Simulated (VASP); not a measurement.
# Hg (I4/mmm) in VASP: single point with r2SCAN

Aim: the single point of Hg with r2SCAN.

All numbers are computed with VASP 6.6.1; they aren't measurements. Logs are shortened: lines on timing, memory, paths and dates and some standing lists are left out, and cuts for length are marked.

## 1. The cell of the first run

It takes space group I4/mmm (No. 139, tetragonal). The conventional cell has a = 4.010 Å, b = 4.010 Å, c = 3.841 Å, α = 90.00°, β = 90.00°, γ = 90.00°. Hg (site symmetry 4/mmm) has 14 Hg at 3.42 to 4.01 Å within 4.5 Å.

## 2. Single point, r2SCAN

POSCAR

```
Hg
1.0
   -2.0049742013      2.0049742013      1.9204901560
    2.0049742013     -2.0049742013      1.9204901560
    2.0049742013      2.0049742013     -1.9204901560
Hg
1
Direct
    0.0000000000      0.0000000000      0.0000000000
```

INCAR.step1

```
SYSTEM = Hg
PREC     = Accurate       ! precision mode
ENCUT    = 520            ! plane-wave cutoff, eV
ISMEAR   = 0              ! smearing method
SIGMA    = 0.15           ! smearing width, eV
LREAL    = .False.        ! projectors in reciprocal space
LASPH    = .True.         ! aspherical terms in the spheres
NELM     = 100            ! most SCF steps
NBANDS   = 12             ! bands
GGA      = PE             ! functional
ALGO     = Normal         ! electronic algorithm
EDIFF    = 1E-4           ! SCF threshold, eV
LWAVE    = .True.         ! write WAVECAR
LCHARG   = .False.        ! write CHGCAR
```

INCAR.step2

```
SYSTEM = Hg
PREC     = Accurate       ! precision mode
ENCUT    = 520            ! plane-wave cutoff, eV
EDIFF    = 1E-6           ! SCF threshold, eV
ISMEAR   = 0              ! smearing method
SIGMA    = 0.15           ! smearing width, eV
LREAL    = .False.        ! projectors in reciprocal space
LASPH    = .True.         ! aspherical terms in the spheres
NELM     = 100            ! most SCF steps
ALGO     = Normal         ! electronic algorithm
ISIF     = 2              ! what is computed and relaxed
LWAVE    = .False.        ! write WAVECAR
LCHARG   = .False.        ! write CHGCAR
METAGGA  = R2SCAN         ! meta-GGA
LMIXTAU  = .True.       
NBANDS   = 12             ! bands
ISTART   = 1
```

KPOINTS

```
Automatic mesh
0
Gamma
  20 20 20
  0 0 0
```

Potentials or basis: VASP PAW PBE potentials, release 64 (Hg).

On the command line:

```bash
cat potpaw_PBE.64/Hg/POTCAR > POTCAR
cp INCAR.step1 INCAR
mpirun -np 1 vasp_std > vasp.out
cp INCAR.step2 INCAR
mpirun -np 1 vasp_std > vasp.out
```

OUTCAR:

```text
SYSTEM = Hg
   PREC = Accurate
   ENCUT = 520
   EDIFF = 1E-6
   ISMEAR = 0
   LREAL = .False.
   LASPH = .True.
   NELM = 100
   ISIF = 2
   METAGGA = R2SCAN
   ISTART = 1

 ion  position               nearest neighbor table
   1  0.000  0.000  0.000-

  LATTYP: Found a body centered tetragonal cell.
 ALAT       =     4.0099484026
 C/A-ratio  =     0.9578627769

  Lattice vectors:

 A1 = (  -2.0049742013,   2.0049742013,   1.9204901560)
 A2 = (   2.0049742013,  -2.0049742013,   1.9204901560)
 A3 = (   2.0049742013,   2.0049742013,  -1.9204901560)

Analysis of symmetry for initial positions (statically):
=====================================================================
 Subroutine PRICEL returns:
 Original cell was already a primitive cell.

 Routine SETGRP: Setting up the symmetry group for a
 body centered tetragonal supercell.

 Subroutine GETGRP returns: Found 16 space group operations
 (whereof 16 operations were pure point group operations)
 out of a pool of 16 trial point group operations.

The static configuration has the point symmetry D_4h.

Analysis of symmetry for dynamics (positions and initial velocities):
=====================================================================
 Subroutine PRICEL returns:
 Original cell was already a primitive cell.

 Routine SETGRP: Setting up the symmetry group for a
 body centered tetragonal supercell.

 Subroutine GETGRP returns: Found 16 space group operations
 (whereof 16 operations were pure point group operations)
 out of a pool of 16 trial point group operations.

The dynamic configuration has the point symmetry D_4h.

 Subroutine INISYM returns: Found 16 space group operations
 (whereof 16 operations are pure point group operations),
 and found     1 'primitive' translations

----------------------------------------------------------------------------------------

                                     Primitive cell

  volume of cell :      30.8809

  direct lattice vectors                    reciprocal lattice vectors
    -2.004974201  2.004974201  1.920490156     0.000000000  0.249379767  0.260350202
     2.004974201 -2.004974201  1.920490156     0.249379767  0.000000000  0.260350202
     2.004974201  2.004974201 -1.920490156     0.249379767  0.249379767  0.000000000

  length of vectors
     3.424635095  3.424635095  3.424635095     0.360516984  0.360516984  0.352676249

  position of ions in fractional coordinates (direct lattice)
     0.000000000  0.000000000  0.000000000

  ion indices of the primitive-cell ions
   primitive index   ion index
                 1           1

----------------------------------------------------------------------------------------

 KPOINTS: Automatic mesh

Automatic generation of k-mesh.
 Grid dimensions read from file:
 generate k-points for:   20   20   20

 Generating k-lattice:

  Cartesian coordinates                     Fractional coordinates (reciprocal lattice)
     0.000000000  0.012468988  0.013017510     0.050000000  0.000000000  0.000000000
     0.012468988  0.000000000  0.013017510     0.000000000  0.050000000  0.000000000
     0.012468988  0.012468988  0.000000000     0.000000000  0.000000000  0.050000000

  Length of vectors
     0.018025849  0.018025849  0.017633812

  Shift w.r.t. Gamma in fractional coordinates (k-lattice)
     0.000000000  0.000000000  0.000000000

 Subroutine IBZKPT returns following result:
 ===========================================

 Found    641 irreducible k-points:

 Following reciprocal coordinates:
            Coordinates               Weight
  0.000000  0.000000  0.000000      1.000000
  0.050000  0.000000 -0.000000      8.000000
  0.100000  0.000000  0.000000      8.000000
  0.150000  0.000000  0.000000      8.000000
  0.200000  0.000000  0.000000      8.000000
  0.250000  0.000000 -0.000000      8.000000
[... 16 lines left out ...]
 -0.400000  0.050000  0.000000     16.000000
 -0.350000  0.050000  0.000000     16.000000
 [... further k-points ...]
   k-points           NKPTS =    641   k-points in BZ     NKDIM =    641   number of bands    NBANDS=     12
   number of dos      NEDOS =    301   number of ions     NIONS =      1
   total plane-waves  NPLWV =  21952
   dimension x,y,z NGX =    28 NGY =   28 NGZ =   28
   dimension x,y,z NGXF=    56 NGYF=   56 NGZF=   56
   ions per type =               1
   NGX,Y,Z   is equivalent  to a cutoff of  13.59, 13.59, 13.59 a.u.
   NGXF,Y,Z  is equivalent  to a cutoff of  27.18, 27.18, 27.18 a.u.
 SYSTEM =  Hg
   PREC   = accura    normal or accurate (medium, high low for compatibility)
   ISTART =      1    job   : 0-new  1-cont  2-samecut
   ICHARG =      0    charge: 1-file 2-atom 10-const
   ISPIN  =      1    spin polarized calculation?
   LNONCOLLINEAR =      F non collinear calculations
   LSORBIT =      F    spin-orbit coupling
   LASPH  =      T    aspherical Exc in radial PAW
   ENCUT  =  520.0 eV  38.22 Ry    6.18 a.u.   6.37  6.37  6.37*2*pi/ulx,y,z
   NELM   =    100;   NELMIN=  2; NELMDL=  0     # of ELM steps
   EDIFF  = 0.1E-05   stopping-criterion for ELM
   LREAL  =      F    real-space projection
   EDIFFG = 0.1E-04   stopping-criterion for IOM
   NSW    =      0    number of steps for IOM
   IBRION =     -1    ionic relax: 0-MD 1-quasi-New 2-CG
   NFREE  =      0    steps in history (QN), initial steepest desc. (CG)
   ISIF   =      2    stress and relaxation
   ISYM   =      2    0-nonsym 1-usesym 2-fastsym
   POTIM  = 0.5000    time-step for ionic-motion
   TEBEG  =    0.0;   TEEND  =   0.0 temperature during run
   PSTRESS=    0.0 pullay stress
   NELECT =      12.0000    total number of electrons
   NUPDOWN=      -1.0000    fix difference up-down
   EMIN   =  10.00;   EMAX   =-10.00  energy-range for DOS
   EFERMI =   0.00;   METHOD = LEGACY
   ISMEAR =     0;   SIGMA  =   0.15  broadening in eV -4-tet -1-fermi 0-gaus
   EFERMI_NEDOS =   21; number of points for ismear=-14 and -15
   IALGO  =     38    algorithm
   IMIX   =      4    mixing-type and parameters
     AMIX     =   0.40;   BMIX     =  1.00
     AMIX_MAG =   1.60;   BMIX_MAG =  1.00
  volume/ion in A,a.u.               =      30.88       208.39
  Fermi-wavevector in a.u.,A,eV,Ry     =   1.194645  2.257551 19.417902  1.427176
  Thomas-Fermi vector in A             =   2.330630
   LORBIT       =      0    0 simple, 1 ext, 2 COOP (PROOUT), +10 PAW based schemes
   METAGGA = R2SCAN    functional components
   LHFCALC =     F    Hartree Fock is set to
   AEXX    =    0.0000 exact exchange contribution
   IVDW    =     0    specifies the selected vdW correction
   LEPSILON=     F    determine dielectric tensor
   LRPA    =     F    only Hartree local field effects (RPA)
 non-spin polarized calculation
 Gauss-broadening in eV      SIGMA  =   0.15
  energy-cutoff  :      520.00
  volume of cell :       30.88
 maximum number of plane-waves:       859
 NGX is ok and might be reduce to    28
   NGX = 13   NGY = 13   NGZ = 13

 number of electron      12.0000000 magnetization

 Free energy of the ion-electron system (eV)
  ---------------------------------------------------
  ext. energy  EPLUGINS =         0.00000000
  ---------------------------------------------------
  free energy    TOTEN  =       -49.34536218 eV

  energy without entropy =      -49.34355848  energy(sigma->0) =      -49.34446033

 E-fermi :   0.8910     XC(G=0):  -9.9068

 val. band max:        0.8758556426   @ k =  -0.4500   0.4500   0.4000
 cond. band min:       0.8930392931   @ k =  -0.4000   0.4500   0.4000
 fundamental gap:      0.0171836505
 Fermi energy:         0.8910058112

 k-point     1 :       0.0000    0.0000    0.0000
  band No.  band energies     occupation
      1      -6.4904      2.00000
      2      -5.9942      2.00000
      3      -5.9207      2.00000
      4      -5.9207      2.00000
      5      -5.4631      2.00000
      6      -5.3840      2.00000
      7      13.9062      0.00000
      8      13.9062      0.00000
      9      14.4278      0.00000
     10      15.6696      0.00000
     11      15.6696      0.00000
     12      16.0689      0.00000

 k-point     2 :       0.0500    0.0000   -0.0000
  band No.  band energies     occupation
      1      -6.4344      2.00000
      2      -5.9889      2.00000
      3      -5.9170      2.00000
      4      -5.9126      2.00000
      5      -5.4631      2.00000
      6      -5.3898      2.00000
      7      13.5083      0.00000
      8      13.7013      0.00000
      9      14.0651      0.00000
     10      15.4319      0.00000
     11      15.6051      0.00000
     12      15.9373      0.00000

 k-point     3 :       0.1000    0.0000    0.0000
  band No.  band energies     occupation
      1      -6.2798      2.00000
      2      -5.9930      2.00000
      3      -5.8946      2.00000
      4      -5.8690      2.00000
      5      -5.4631      2.00000
      6      -5.4038      2.00000
      7      12.1972      0.00000
      8      13.1680      0.00000
      9      13.4785      0.00000
     10      14.9948      0.00000
     11      15.4501      0.00000
     12      15.9653      0.00000
[... 286 lines left out ...]
 k-point    23 :      -0.4000    0.0500    0.0000
  band No.  band energies     occupation
      1      -6.2509      2.00000
      2      -6.1782      2.00000
      3      -5.4561      2.00000
      4      -5.4062      2.00000
      5      -5.2003      2.00000
      6      -2.9462      2.00000
      7       3.3048      0.00000
      8       9.1504      0.00000
      9      10.3728      0.00000
     10      13.7589      0.00000
     11      14.9750      0.00000
     12      19.0300      0.00000

 k-point    24 :      -0.3500    0.0500    0.0000
  band No.  band energies     occupation
      1      -6.1952      2.00000
      2      -6.1450      2.00000
      3      -5.4664      2.00000
      4      -5.4186      2.00000
      5      -5.3272      2.00000
      6      -3.7712      2.00000
      7       4.7689      0.00000
      8       9.6001      0.00000
      9      10.7401      0.00000
     10      13.8990      0.00000
     11      15.1032      0.00000
     12      18.2465      0.00000

 [... further k-points ...]

------------------------ aborting loop because EDIFF is reached ----------------------------------------

  FORCE on cell =-STRESS in cart. coord.  units (eV):
  Direction    XX          YY          ZZ          XY          YZ          ZX
  --------------------------------------------------------------------------------------
  -------------------------------------------------------------------------------------
  Total       -0.2781325     -0.2781325     -0.2663842      0.0000000      0.0000000      0.0000000
  in kB      -14.4302080    -14.4302080    -13.8206792      0.0000000      0.0000000      0.0000000
  external PRESSURE =     -14.2270317 kB  Pullay stress =       0.0000000 kB

 VOLUME and BASIS-vectors are now :
 -----------------------------------------------------------------------------
  energy-cutoff  :      520.00
  volume of cell :       30.88
      direct lattice vectors                 reciprocal lattice vectors
    -2.004974201  2.004974201  1.920490156     0.000000000  0.249379767  0.260350202
     2.004974201 -2.004974201  1.920490156     0.249379767  0.000000000  0.260350202
     2.004974201  2.004974201 -1.920490156     0.249379767  0.249379767  0.000000000

 POSITION                                       TOTAL-FORCE (eV/Angst)
 -----------------------------------------------------------------------------------
      0.00000      0.00000      0.00000         0.000000      0.000000      0.000000
 -----------------------------------------------------------------------------------
    total drift:                                0.000000     -0.000000      0.000000

  FREE ENERGIE OF THE ION-ELECTRON SYSTEM (eV)
  ---------------------------------------------------
  free  energy   TOTEN  =       -49.3453621773 eV

  energy  without entropy=      -49.3435584804  energy(sigma->0) =      -49.34446033
```

It took 14 min on 1 thread of Intel Xeon Platinum 8488C (Sapphire Rapids), shared host; peak memory 0.35 GiB.

Results:

* Free energy: -49.3454 eV
* Pressure: -1.4 GPa
* Band gap on the k mesh: zero (bands 6 and 7 overlap by 1.68 eV)

Caveat: the PAW data sets were made with another functional, which shifts forces and pressure a little; spin-orbit coupling is left out, which moves the levels of the heavy elements.
